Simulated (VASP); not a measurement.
BP:

```
CELL_PARAMETERS angstrom
0.00000 2.26832 2.26832
2.26832 0.00000 2.26832
2.26832 2.26832 0.00000
ATOMIC_POSITIONS crystal
B 0.00000 0.00000 0.00000
P 0.25000 0.25000 0.25000
```

Base run:

* Program: VASP 6.6.1
* Functional: r2SCAN
* Potentials or basis: VASP PAW PBE potentials, release 64 (B, P)
* Cutoff: 520 eV
* k mesh: 8 × 8 × 8
* Occupations: gaussian, width 0.01 eV
* Spin: no spin polarisation

Its results: band gap on the k mesh 1.48 eV, indirect (least direct gap 3.64 eV); pressure -0.5 GPa.

**Question.** The run is repeated on the same cell with these changes: functional from r2SCAN to PBE; k mesh from 8 × 8 × 8 to 10 × 10 × 10. What comes out?

**Answer.** Band gap on the k mesh 1.24 eV, indirect (least direct gap 3.40 eV); pressure 1.0 GPa.

Several settings changed at once, so the effect can't be laid on one alone.

Caveats: the PAW data sets were made with another functional, which shifts forces and pressure a little (some runs).

A k mesh can miss the band edges.
